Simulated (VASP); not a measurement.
HgS:

```
Hg S
1.0
     0.00000    2.92500    2.92500
     2.92500    0.00000    2.92500
     2.92500    2.92500    0.00000
Hg S
1 1
Cartesian
  0.0000 0.0000 0.0000
  1.4625 1.4625 1.4625
```

| Property | Result |
| --- | --- |
| Program | VASP 6.6.1 |
| Task | relaxation of cell and atoms |
| Functional | PBE |
| Potentials or basis | VASP PAW PBE potentials, release 64 (Hg, S) |
| Cutoff | 500 eV |
| k mesh | 7 × 7 × 7 |
| Occupations | methfessel-paxton, width 0.02 eV |
| Spin | no spin polarisation |

At the start: pressure 4.6 GPa; volume 25.03 Å³/atom.

How do energy, volume and symmetry change on relaxing?

Over 3 steps the energy falls by 26.8 meV/atom and the volume is 27.02 Å³/atom (+8.0 %); space group F-43m (No. 216, to 0.1 Å) before and after.

Step by step:
| step | energy change (eV) | largest force (eV/Å) | pressure (GPa) | volume (Å³) |
| --- | --- | --- | --- | --- |
| 1 | 0.0000 | 0.0000 | 4.64 | 50.05 |
| 2 | -0.0479 | 0.0000 | -1.24 | 55.49 |
| 3 | -0.0537 | 0.0000 | 0.01 | 54.03 |

Final structure:
```
CELL_PARAMETERS angstrom
0.00000 3.00056 3.00056
3.00056 0.00000 3.00056
3.00056 3.00056 0.00000
ATOMIC_POSITIONS crystal
Hg 0.00000 0.00000 0.00000
S 0.25000 0.25000 0.25000
```
